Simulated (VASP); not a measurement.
SiC:

```xyz
2
Lattice="0.0000 2.1644 2.1644 2.1644 0.0000 2.1644 2.1644 2.1644 0.0000" Properties=species:S:1:pos:R:3 pbc="T T T"
Si    0.0000    0.0000    0.0000
C     3.2466    3.2466    3.2466
```

Base run:

| Property | Result |
| --- | --- |
| Program | VASP 6.6.1 |
| Functional | BLYP |
| Potentials or basis | VASP PAW PBE potentials, release 64 (Si, C) |
| Cutoff | 600 eV |
| k mesh | 10 × 10 × 10 |
| Occupations | fermi-dirac, width 0.05 eV |
| Spin | no spin polarisation |

Its results: band gap on the k mesh 1.69 eV (least direct gap 4.86 eV); pressure 13.1 GPa.

Task: The run is repeated on the same cell with these changes: functional from BLYP to r2SCAN; cutoff from 600 eV to 660 eV; dispersion from none to D3(BJ). What comes out?

Result: Band gap on the k mesh 1.71 eV (least direct gap 5.09 eV); pressure 1.8 GPa.

Several settings changed at once.

Caveats: the PAW data sets were made with another functional, which shifts forces and pressure a little; the cell stands under pressure (at least some runs).

A k mesh can miss the band edges.
